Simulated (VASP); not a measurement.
# Al13Pt6 (a cell with a defect) in VASP: single point with PBE

Aim: the single point of Al13Pt6 (a cell with a defect) with PBE.

All numbers are computed with VASP 6.6.1; they aren't measurements. Logs are shortened: lines on timing, memory, paths and dates and some standing lists are left out, and cuts for length are marked.

### Step 1. The cell of the first run

The cell holds a defect, 38 atoms: a = 9.402 Å, b = 9.402 Å, c = 9.402 Å, α = 107.46°, β = 107.46°, γ = 107.46°.

### Step 2. Single point, PBE (atoms taken out, then relaxed in part)

INCAR

```
PREC = Accurate
ENCUT = 520
EDIFF = 1E-6
ISMEAR = 0
SIGMA = 0.1
LREAL = Auto
LASPH = True
NELM = 100
ALGO = Normal
ISIF = 2
LWAVE = False
LCHARG = False
GGA = PE
NBANDS = 124
```

KPOINTS

```
regular mesh
0
Gamma
  3 3 3
```

POSCAR

```
Al13Pt6
1.0
    0.0000000000     -8.9196123556     -2.9732041185
    2.9732041185      0.0000000000      8.9196123556
   -8.9196123556      2.9732041185      0.0000000000
Al Pt
26 12
Direct
    0.4783527576      0.3268087740      0.9443826631
    0.7120443917      0.4045650746      0.6373225656
    0.2498856971      0.2520749708      0.2475835268
    0.7839752364      0.0946585498      0.8651661134
    0.6315417362      0.7084648131      0.4007725054
    0.1751518939      0.5552758345      0.0191164663
    0.5566350058      0.0185436057      0.1733313188
    0.0177354729      0.1728584211      0.5532060057
    0.4041005496      0.6335580827      0.7108512980
    0.9416205287      0.4810236265      0.3258657750
    0.3276419977      0.9450148733      0.4812751609
    0.8680917964      0.7889674686      0.0968727669
    0.0959353441      0.8608983133      0.7869662422
    0.0571863775      0.5185118485      0.6703697421
    0.2908780116      0.5962681491      0.3633096446
    0.8276102405      0.4420532966      0.9818265327
    0.3651302197      0.2895188404      0.5968410097
    0.2125957635      0.9045333174      0.1343609889
    0.7514952963      0.7502185020      0.7544863020
    0.1376890331      0.2146121100      0.9069198023
    0.5940788753      0.3678010885      0.2885758414
    0.9852555328      0.8284183732      0.4425261943
    0.5193450721      0.6710019522      0.0601087808
    0.9011389728      0.1341094544      0.2108195408
    0.4415887716      0.9780620498      0.8264171468
    0.6732954251      0.0621786097      0.5207260655
    0.6138016215      0.5371262529      0.8497890254
    0.1554291477      0.3859506702      0.4579032823
    0.6886725130      0.2323522246      0.0782583625
    0.5382352528      0.8436657799      0.6120059305
    0.0805582562      0.6907246984      0.2294339452
    0.4602031760      0.1574813331      0.3830323908
    0.9264556079      0.3079185933      0.7717188355
    0.3090275932      0.7655955900      0.9246599169
    0.8427751613      0.6151583297      0.5359734722
    0.2309955164      0.0794111432      0.6956863772
    0.7667427030      0.9196982382      0.3074660220
    1.0024880663      0.0033786849      1.0002262856
```

Potentials or basis: VASP PAW PBE potentials, release 64 (Al, Pt).

Run with:

```sh
$ cat potpaw_PBE.64/Al/POTCAR potpaw_PBE.64/Pt/POTCAR > POTCAR
$ mpirun -np 1 vasp_std > vasp.out
```

OUTCAR:

```text
PREC = Accurate
   ENCUT = 520
   EDIFF = 1E-6
   ISMEAR = 0
   LREAL = Auto
   LASPH = True
   NELM = 100
   ISIF = 2
   GGA = PE

 ion  position               nearest neighbor table
   1  0.478  0.327  0.944-  29 2.55  36 2.55  27 2.56  20 2.93  23 2.95  21 2.95  17 2.99  25 3.00
                            16 3.00
   2  0.712  0.405  0.637-  32 2.59  27 2.59  35 2.59  33 2.60  26 2.94  16 2.96  19 2.97  17 2.97
                            14 2.98  21 3.00
   3  0.250  0.252  0.248-  28 2.55  38 2.55  32 2.56  20 2.93  21 2.95  15 2.95  18 2.99  24 3.00
                            17 3.00
   4  0.784  0.095  0.865-  30 2.58  29 2.59  38 2.59  33 2.60  25 2.94  24 2.97  16 2.97  19 2.98
                            26 2.98  20 3.03
   5  0.632  0.708  0.401-  30 2.56  37 2.56  35 2.56  23 2.93  21 2.93  15 2.93  22 3.03  19 3.03
                            26 3.03
   6  0.175  0.555  0.019-  34 2.55  33 2.55  31 2.56  20 2.93  23 2.95  15 2.95  16 2.99  14 3.00
                            18 3.00
   7  0.557  0.019  0.173-  34 2.57  29 2.57  32 2.58  37 2.58  18 2.95  24 2.96  26 2.97  25 2.97
                            23 2.99  21 3.00
   8  0.018  0.173  0.553-  37 2.58  28 2.59  33 2.59  36 2.60  24 2.94  14 2.97  17 2.97  26 2.98
                            22 2.98  20 3.03
   9  0.404  0.634  0.711-  28 2.57  34 2.57  27 2.58  30 2.58  17 2.95  25 2.96  19 2.97  14 2.97
                            15 2.99  23 3.00
  10  0.942  0.481  0.326-  29 2.57  28 2.57  31 2.58  35 2.58  16 2.95  14 2.96  22 2.97  24 2.97
                            21 2.99  15 3.00
  11  0.328  0.945  0.481-  31 2.59  32 2.59  30 2.59  36 2.60  22 2.94  17 2.96  26 2.97  18 2.97
                            25 2.98  15 3.00
[... 48 lines left out ...]
  36  0.231  0.079  0.696-   1 2.55  20 2.56  22 2.58  17 2.58  25 2.59  13 2.59   8 2.60  11 2.60

  37  0.767  0.920  0.307-  23 2.55   5 2.56   8 2.58   7 2.58  12 2.59  22 2.59  26 2.60  24 2.60

  38  0.002  0.003  0.000-   3 2.55  20 2.56  19 2.58  18 2.58  24 2.59   4 2.59  13 2.60  12 2.60

  LATTYP: Found a trigonal (rhomboedric) cell.
 ALAT       =     9.4020969631
 COS(alpha) =    -0.3000000000

  Lattice vectors:

 A1 = (   0.0000000000,  -8.9196123556,  -2.9732041185)
 A2 = (   2.9732041185,   0.0000000000,   8.9196123556)
 A3 = (  -8.9196123556,   2.9732041185,   0.0000000000)

Analysis of symmetry for initial positions (statically):
=====================================================================
 Subroutine PRICEL returns:
 Original cell was already a primitive cell.

 Routine SETGRP: Setting up the symmetry group for a
 trigonal (rhombohedral) supercell.

 Subroutine GETGRP returns: Found  6 space group operations
 (whereof  1 operations were pure point group operations)
 out of a pool of 12 trial point group operations.

The static configuration has the point symmetry C_1 .
 The point group associated with its full space group is S_6 .

Analysis of symmetry for dynamics (positions and initial velocities):
=====================================================================
 Subroutine PRICEL returns:
 Original cell was already a primitive cell.

 Routine SETGRP: Setting up the symmetry group for a
 trigonal (rhombohedral) supercell.

 Subroutine GETGRP returns: Found  6 space group operations
 (whereof  1 operations were pure point group operations)
 out of a pool of 12 trial point group operations.

The dynamic configuration has the point symmetry C_1 .
 The point group associated with its full space group is S_6 .

 Subroutine INISYM returns: Found  6 space group operations
 (whereof  1 operations are pure point group operations),
 and found     1 'primitive' translations

----------------------------------------------------------------------------------------

                                     Primitive cell

  volume of cell :     683.3568

  direct lattice vectors                    reciprocal lattice vectors
     0.000000000 -8.919612356 -2.973204118    -0.038808172 -0.116424515  0.012936057
     2.973204118  0.000000000  8.919612356    -0.012936057 -0.038808172  0.116424515
    -8.919612356  2.973204118  0.000000000    -0.116424515 -0.012936057  0.038808172

  length of vectors
     9.402096963  9.402096963  9.402096963     0.123402120  0.123402120  0.123402120

  position of ions in fractional coordinates (direct lattice)
     0.478352758  0.326808774  0.944382663
     0.712044392  0.404565075  0.637322566
     0.249885697  0.252074971  0.247583527
     0.783975236  0.094658550  0.865166113
     0.631541736  0.708464813  0.400772505
     0.175151894  0.555275835  0.019116466
[... 30 lines left out ...]
     0.766742703  0.919698238  0.307466022
     0.002488066  0.003378685  0.000226286

  ion indices of the primitive-cell ions
   primitive index   ion index
                 1           1
                 2           2
                 3           3
                 4           4
                 5           5
                 6           6
[... 30 lines left out ...]
                37          37
                38          38

----------------------------------------------------------------------------------------

 KPOINTS: regular mesh

Automatic generation of k-mesh.
 Grid dimensions read from file:
 generate k-points for:    3    3    3

 Generating k-lattice:

  Cartesian coordinates                     Fractional coordinates (reciprocal lattice)
    -0.012936057 -0.038808172  0.004312019     0.333333333 -0.000000000  0.000000000
    -0.004312019 -0.012936057  0.038808172     0.000000000  0.333333333 -0.000000000
    -0.038808172 -0.004312019  0.012936057    -0.000000000  0.000000000  0.333333333

  Length of vectors
     0.041134040  0.041134040  0.041134040

  Shift w.r.t. Gamma in fractional coordinates (k-lattice)
     0.000000000  0.000000000  0.000000000

 Subroutine IBZKPT returns following result:
 ===========================================

 Found      6 irreducible k-points:

 Following reciprocal coordinates:
            Coordinates               Weight
  0.000000  0.000000  0.000000      1.000000
  0.333333 -0.000000 -0.000000      6.000000
  0.333333  0.333333  0.000000      6.000000
 -0.333333  0.333333  0.000000      6.000000
  0.333333  0.333333  0.333333      2.000000
 -0.333333  0.333333  0.333333      6.000000
   k-points           NKPTS =      6   k-points in BZ     NKDIM =      6   number of bands    NBANDS=    124
   number of dos      NEDOS =    301   number of ions     NIONS =     38
   total plane-waves  NPLWV = 343000
   dimension x,y,z NGX =    70 NGY =   70 NGZ =   70
   dimension x,y,z NGXF=   140 NGYF=  140 NGZF=  140
   ions per type =              26  12
   NGX,Y,Z   is equivalent  to a cutoff of  12.38, 12.38, 12.38 a.u.
   NGXF,Y,Z  is equivalent  to a cutoff of  24.75, 24.75, 24.75 a.u.
 SYSTEM =  unknown system
   PREC   = accura    normal or accurate (medium, high low for compatibility)
   ISTART =      0    job   : 0-new  1-cont  2-samecut
   ICHARG =      2    charge: 1-file 2-atom 10-const
   ISPIN  =      1    spin polarized calculation?
   LNONCOLLINEAR =      F non collinear calculations
   LSORBIT =      F    spin-orbit coupling
   LASPH  =      T    aspherical Exc in radial PAW
   ENCUT  =  520.0 eV  38.22 Ry    6.18 a.u.  17.48 17.48 17.48*2*pi/ulx,y,z
   NELM   =    100;   NELMIN=  2; NELMDL= -5     # of ELM steps
   EDIFF  = 0.1E-05   stopping-criterion for ELM
   LREAL  =      T    real-space projection
   EDIFFG = 0.1E-04   stopping-criterion for IOM
   NSW    =      0    number of steps for IOM
   IBRION =     -1    ionic relax: 0-MD 1-quasi-New 2-CG
   NFREE  =      0    steps in history (QN), initial steepest desc. (CG)
   ISIF   =      2    stress and relaxation
   ISYM   =      2    0-nonsym 1-usesym 2-fastsym
   POTIM  = 0.5000    time-step for ionic-motion
   TEBEG  =    0.0;   TEEND  =   0.0 temperature during run
   PSTRESS=    0.0 pullay stress
   NELECT =     198.0000    total number of electrons
   NUPDOWN=      -1.0000    fix difference up-down
   EMIN   =  10.00;   EMAX   =-10.00  energy-range for DOS
   EFERMI =   0.00;   METHOD = LEGACY
   ISMEAR =     0;   SIGMA  =   0.10  broadening in eV -4-tet -1-fermi 0-gaus
   EFERMI_NEDOS =   21; number of points for ismear=-14 and -15
   IALGO  =     38    algorithm
   IMIX   =      4    mixing-type and parameters
     AMIX     =   0.40;   BMIX     =  1.00
     AMIX_MAG =   1.60;   BMIX_MAG =  1.00
  volume/ion in A,a.u.               =      17.98       121.36
  Fermi-wavevector in a.u.,A,eV,Ry     =   1.083297  2.047134 15.966866  1.173532
  Thomas-Fermi vector in A             =   2.219359
   LORBIT       =      0    0 simple, 1 ext, 2 COOP (PROOUT), +10 PAW based schemes
   GGA     = PE    functional components
   LHFCALC =     F    Hartree Fock is set to
   AEXX    =    0.0000 exact exchange contribution
   IVDW    =     0    specifies the selected vdW correction
   LEPSILON=     F    determine dielectric tensor
   LRPA    =     F    only Hartree local field effects (RPA)
 non-spin polarized calculation
 Gauss-broadening in eV      SIGMA  =   0.10
  energy-cutoff  :      520.00
  volume of cell :      683.36
 maximum number of plane-waves:     18436
 NGX is ok and might be reduce to    70
   NGX = 35   NGY = 35   NGZ = 35

 number of electron     197.9999998 magnetization

 Free energy of the ion-electron system (eV)
  ---------------------------------------------------
  ext. energy  EPLUGINS =         0.00000000
  ---------------------------------------------------
  free energy    TOTEN  =      -201.61392214 eV

  energy without entropy =     -201.52602306  energy(sigma->0) =     -201.56997260

 E-fermi :   7.4133     XC(G=0): -10.4637

 val. band max:        7.4004452272   @ k =   0.3333   0.3333   0.0000
 cond. band min:       7.4262867072   @ k =   0.0000   0.0000   0.0000
 fundamental gap:      0.0258414800
 Fermi energy:         7.4133494748

 k-point     1 :       0.0000    0.0000    0.0000
  band No.  band energies     occupation
      1      -2.6247      2.00000
      2      -0.3953      2.00000
      3      -0.3953      2.00000
      4      -0.3812      2.00000
      5      -0.3812      2.00000
      6      -0.3577      2.00000
[... 673 lines left out ...]
    110       9.3258      0.00000
    111       9.6040      0.00000
 [bands above 111 left out]

------------------------ aborting loop because EDIFF is reached ----------------------------------------

  FORCE on cell =-STRESS in cart. coord.  units (eV):
  Direction    XX          YY          ZZ          XY          YZ          ZX
  --------------------------------------------------------------------------------------
  -------------------------------------------------------------------------------------
  Total       -6.1166722     -6.1166722     -6.1166722      1.5233183     -1.5233183     -1.5233183
  in kB      -14.3409612    -14.3409612    -14.3409612      3.5715251     -3.5715251     -3.5715251
  external PRESSURE =     -14.3409612 kB  Pullay stress =       0.0000000 kB

 VOLUME and BASIS-vectors are now :
 -----------------------------------------------------------------------------
  energy-cutoff  :      520.00
  volume of cell :      683.36
      direct lattice vectors                 reciprocal lattice vectors
     0.000000000 -8.919612356 -2.973204118    -0.038808172 -0.116424515  0.012936057
     2.973204118  0.000000000  8.919612356    -0.012936057 -0.038808172  0.116424515
    -8.919612356  2.973204118  0.000000000    -0.116424515 -0.012936057  0.038808172

 POSITION                                       TOTAL-FORCE (eV/Angst)
 -----------------------------------------------------------------------------------
     -7.45186     -1.45888      1.49277         0.013559     -0.020891     -0.012999
     -4.48182     -4.45627      1.49151         0.006055      0.005059      0.005065
     -1.45888     -1.49277      1.50545        -0.020891      0.012999     -0.013559
     -7.43551     -4.42044     -1.48660         0.002386      0.004276     -0.001228
     -1.46832     -4.44153      4.44153        -0.015372     -0.015372      0.015372
      1.48044     -1.50545      4.43208         0.012999      0.013559      0.020891
[... 30 lines left out ...]
     -0.00803     -5.92489      5.92367        -0.001853      0.005047     -0.009999
      0.00803     -0.02152      0.02274         0.001853     -0.005047      0.009999
 -----------------------------------------------------------------------------------
    total drift:                               -0.000005     -0.000023      0.000007

  FREE ENERGIE OF THE ION-ELECTRON SYSTEM (eV)
  ---------------------------------------------------
  free  energy   TOTEN  =      -201.6139221417 eV

  energy  without entropy=     -201.5260230622  energy(sigma->0) =     -201.56997260
```

Wall time 9.5 min (1 thread of Intel Xeon Platinum 8488C (Sapphire Rapids), shared host); peak memory 0.85 GiB.

What came out:

```yaml
Free_energy: -201.6139 eV
Pressure: -1.4 GPa
Largest_force: 0.028 eV/Å
Band_gap_on_the_k_mesh: zero (bands 99 and 100 overlap by 0.27 eV)
```

Forces on the atoms (eV/Å):
```
Al   0.014 -0.021 -0.013
Al   0.006  0.005  0.005
Al  -0.021  0.013 -0.014
Al   0.002  0.004 -0.001
Al  -0.015 -0.015  0.015
Al   0.013  0.014  0.021
Al   0.002  0.002  0.000
Al   0.004  0.001 -0.002
Al   0.000  0.002 -0.002
Al   0.002  0.000 -0.002
Al   0.005 -0.005 -0.006
Al  -0.005  0.006 -0.005
Al   0.001  0.002 -0.004
Al  -0.006 -0.005 -0.005
Al  -0.014  0.021  0.013
Al  -0.002  0.000  0.002
Al   0.000 -0.002  0.002
Al  -0.002 -0.002  0.000
Al  -0.004 -0.001  0.002
Al   0.015  0.015 -0.015
Al  -0.013 -0.014 -0.021
Al  -0.002 -0.004  0.001
Al   0.021 -0.013  0.014
Al   0.005 -0.006  0.005
Al  -0.005  0.005  0.006
Al  -0.001 -0.002  0.004
Pt  -0.016  0.011 -0.006
Pt   0.016 -0.011  0.006
Pt  -0.006  0.016  0.011
Pt   0.010 -0.002 -0.005
Pt   0.006 -0.016 -0.011
Pt   0.011  0.006  0.016
Pt  -0.005 -0.010 -0.002
Pt  -0.011 -0.006 -0.016
Pt   0.005  0.010  0.002
Pt  -0.010  0.002  0.005
Pt  -0.002  0.005 -0.010
Pt   0.002 -0.005  0.010
```

Levels at points of the mesh, in eV from the Fermi level:
```tsv
k point	band 97	band 98	band 99	band 100	band 101	band 102
(0.00, 0.00, 0.00)	-0.77	-0.43	-0.43	-0.21	-0.14	0.01
```

Caveat: the cell differs from its parent crystal (atoms taken out, then relaxed in part); spin-orbit coupling is left out, which moves the levels of the heavy elements.

The gap in the log of VASP goes by the Fermi energy; the results here count the filled bands.